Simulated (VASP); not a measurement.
Os: relaxation of cell and atoms with PBE

Crystal: Os.

```xyz
2
Lattice="2.7400 0.0000 0.0000 -1.3700 2.3729 0.0000 0.0000 0.0000 4.3265" Properties=species:S:1:pos:R:3 pbc="T T T"
Os    0.0000    1.5819    3.2448
Os    1.3700    0.7910    1.0816
```

| Item | Value |
| --- | --- |
| Program | VASP 6.6.1 |
| Task | relaxation of cell and atoms |
| Functional | PBE |
| Potentials or basis | VASP PAW PBE potentials, release 64 (Os) |
| Cutoff | 600 eV |
| k mesh | 8 × 8 × 6 |
| Occupations | gaussian, width 0.05 eV |
| Spin | no spin polarisation |
| Dipole correction | no |
| Further INCAR settings | ALGO = Normal; EDIFF = 1e-07; IBRION = 2; EDIFFG = -0.03; NSW = 80; ISIF = 3 |

```yaml
Relaxed_volume: 14.27 Å³/atom
Relaxed_cell: a = 2.749 Å, b = 2.749 Å, c = 4.361 Å, α = 90.00°, β = 90.00°, γ = 120.00°
Space_group_after_relaxing_to_0.05_Å: P6_3/mmc (No. 194)
Energy_gained_by_relaxing: 4.3 meV/atom
Ionic_steps: 6
Pressure_after_relaxing: 0.0 GPa
Band_gap_on_the_k_mesh: zero (band 8 reaches 11.18 eV, above the bottom of band 9 at 7.52 eV)
```

The path:
| step | energy change (eV) | largest force (eV/Å) | pressure (GPa) | volume (Å³) |
| --- | --- | --- | --- | --- |
| 1 | 0.0000 | 0.0000 | 6.16 | 28.13 |
| 2 | 0.1305 | 0.0000 | -21.97 | 30.39 |
| 3 | -0.0084 | 0.0000 | -0.32 | 28.56 |
| 4 | -0.0085 | 0.0000 | -0.15 | 28.55 |
| 5 | -0.0084 | 0.0000 | 0.18 | 28.52 |
| 6 | -0.0086 | 0.0000 | 0.00 | 28.54 |

Final structure:
```
CELL_PARAMETERS angstrom
2.74882 0.00000 0.00000
-1.37441 2.38055 0.00000
0.00000 0.00000 4.36112
ATOMIC_POSITIONS crystal
Os 0.33333 0.66667 0.75000
Os 0.66667 0.33333 0.25000
```

Levels at points of the mesh, in eV from the Fermi level:
| k point | band 5 | band 6 | band 7 | band 8 | band 9 | band 10 | band 11 | band 12 |
| --- | --- | --- | --- | --- | --- | --- | --- | --- |
| (0.00, 0.00, 0.00) | -2.74 | -2.12 | -2.12 | -1.46 | -1.46 | 0.00 | 1.66 | 1.66 |
| (0.50, 0.00, 0.00) | -2.81 | -2.51 | -1.83 | 2.04 | 2.57 | 2.63 | 4.33 | 5.62 |
| (0.00, 0.00, 0.50) | -3.10 | -3.10 | -3.10 | -3.10 | 0.89 | 0.89 | 0.89 | 0.89 |
| (0.50, 0.00, 0.50) | -1.13 | -1.13 | -0.13 | -0.13 | 2.36 | 2.36 | 3.25 | 3.25 |

Wall time 95 s on 1 thread of Intel Xeon 8259CL (shared host), peak memory 0.17 GiB.

Caveat: spin-orbit coupling is left out, which moves the levels of the heavy elements.
